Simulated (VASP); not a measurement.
Input of a VASP 6.6.1 run:

INCAR

```
PREC = Accurate ; ENCUT = 520
EDIFF = 1E-6 ; ISMEAR = -1
SIGMA = 0.05 ; LREAL = False
LASPH = True ; NELM = 80
ALGO = Fast ; ISIF = 2
LWAVE = False ; LCHARG = True
GGA = CA ; LELF = True
LVHAR = True ; NBANDS = 12
```

File KPOINTS:

```
regular mesh
0
Gamma
  11 11 11
```

Contents of POSCAR:

```
Au
1.0
   -1.6461460541      1.6461460541      1.6461460541
    1.6461460541     -1.6461460541      1.6461460541
    1.6461460541      1.6461460541     -1.6461460541
Au
1
Direct
    0.0000000000      0.0000000000      0.0000000000
```

Potentials or basis: VASP PAW LDA potentials, release 64 (Au).

Launch:

```console
$ cat potpaw_LDA.64/Au/POTCAR > POTCAR
$ mpirun -np 1 vasp_std > vasp.out
```

Question: What does it give for the pressure?

Answer: -10.3 GPa.
